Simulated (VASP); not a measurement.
# B6I: single point with PBE

B6I:

```xyz
7
Lattice="5.5315 0.0000 0.0000 -2.7657 4.7904 0.0000 0.0000 0.0000 4.6854" Properties=species:S:1:pos:R:3 pbc="T T T"
B     0.0000    3.1936    2.3427
B     2.7657    1.5968    2.3427
B     2.7657    0.0000    2.3427
B    -1.3829    2.3952    2.3427
B     1.3829    2.3952    2.3427
B     0.0000    0.0000    2.3427
I     0.0000    0.0000    0.0000
```

The cell was generated, and may not be a known phase.

| Quantity | Value |
| --- | --- |
| Program | VASP 6.6.1 |
| Task | single point |
| Functional | PBE |
| Potentials or basis | VASP PAW PBE potentials, release 64 (B, I) |
| Cutoff | 520 eV |
| k mesh | 6 × 6 × 4 |
| Occupations | gaussian, width 0.1 eV |
| Spin | no spin polarisation |
| Dipole correction | no |
| Further INCAR settings | ALGO = Normal; EDIFF = 1e-06; NBANDS = 22 |

```json
{"Pressure": "0.0 GPa", "Band gap on the k mesh": "zero (an odd number of electrons rules out a gap without spin polarisation)"}
```

Levels at points of the mesh, in eV from the Fermi level:
```csv
k point,band 9,band 10,band 11,band 12,band 13,band 14,band 15,band 16
"(0.00, 0.00, 0.00)",-3.86,-1.93,-1.93,-1.60,1.17,1.17,2.62,2.62
"(0.50, 0.00, 0.00)",-2.64,-2.54,-2.42,-1.35,-0.10,0.84,1.88,2.22
"(0.00, 0.00, 0.50)",-2.52,-2.52,-2.45,0.12,0.12,1.81,1.90,1.90
"(0.50, 0.00, 0.50)",-2.70,-2.51,-0.84,-0.34,-0.23,0.88,1.51,1.86
```

Run time: 64 s on 1 thread of Intel(R) Xeon(R) Platinum 8488C (Sapphire Rapids) (shared host), peak memory 0.25 GiB.

Caveat: spin-orbit coupling is left out, which moves the levels of the heavy elements; an odd number of electrons without spin polarisation forces a metal; a magnetic or distorted state may lie lower.
